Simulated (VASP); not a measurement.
Write the native input for VASP 6.6.1 that does the following.

```
Task                   : single point
Functional             : r2SCAN
Potentials or basis    : VASP PAW PBE potentials, release 64 (Ga_d, P)
Cutoff                 : 520 eV
k mesh                 : 8 × 8 × 8
Occupations            : gaussian, width 0.02 eV
Spin                   : no spin polarisation
Dipole correction      : no
Further INCAR settings : ALGO = Normal; EDIFF = 1e-06; NBANDS = 16
```

Crystal: GaP.

```
Ga P
1.0
     0.00000    2.72581    2.72581
     2.72581    0.00000    2.72581
     2.72581    2.72581    0.00000
Ga P
1 1
Direct
  0.00000 0.00000 0.00000
  0.75000 0.75000 0.75000
```

One way to write it, as run:

POSCAR

```
GaP
1.0
    0.0000000000      2.7258124900      2.7258124900
    2.7258124900      0.0000000000      2.7258124900
    2.7258124900      2.7258124900      0.0000000000
Ga P
1 1
Direct
    0.0000000000      0.0000000000      0.0000000000
    0.7500000000      0.7500000000      0.7500000000
```

INCAR.step1

```
SYSTEM = GaP
ALGO = Normal
EDIFF = 1E-4
ENCUT = 520
GGA = PE
ISMEAR = 0
LASPH = .True.
LCHARG = .False.
LREAL = .False.
LWAVE = .True.
NBANDS = 16
NELM = 80
PREC = Accurate
SIGMA = 0.02
```

INCAR.step2

```
SYSTEM = GaP
ALGO = Normal
EDIFF = 1E-6
ENCUT = 520
ISIF = 2
ISMEAR = 0
ISTART = 1
LASPH = .True.
LCHARG = .False.
LMIXTAU = .True.
LREAL = .False.
LWAVE = .False.
METAGGA = R2SCAN
NBANDS = 16
NELM = 80
PREC = Accurate
SIGMA = 0.02
```

KPOINTS

```
k-points
0
Gamma
  8 8 8
  0 0 0
```

Potentials or basis: VASP PAW PBE potentials, release 64 (Ga_d, P).

Run with:

```console
$ cat potpaw_PBE.64/Ga_d/POTCAR potpaw_PBE.64/P/POTCAR > POTCAR
$ cp INCAR.step1 INCAR
$ mpirun -np 1 vasp_std > vasp.out
$ cp INCAR.step2 INCAR
$ mpirun -np 1 vasp_std > vasp.out
```

Results of the run:

* Pressure: -0.1 GPa
* Band gap on the k mesh: 1.90 eV, indirect (least direct gap 2.34 eV)

Caveat: the PAW data sets were made with another functional, which shifts forces and pressure a little.

It took 39 s on 1 thread of Intel(R) Xeon(R) 6975P-C (Granite Rapids), on a shared host, peak memory 0.17 GiB.
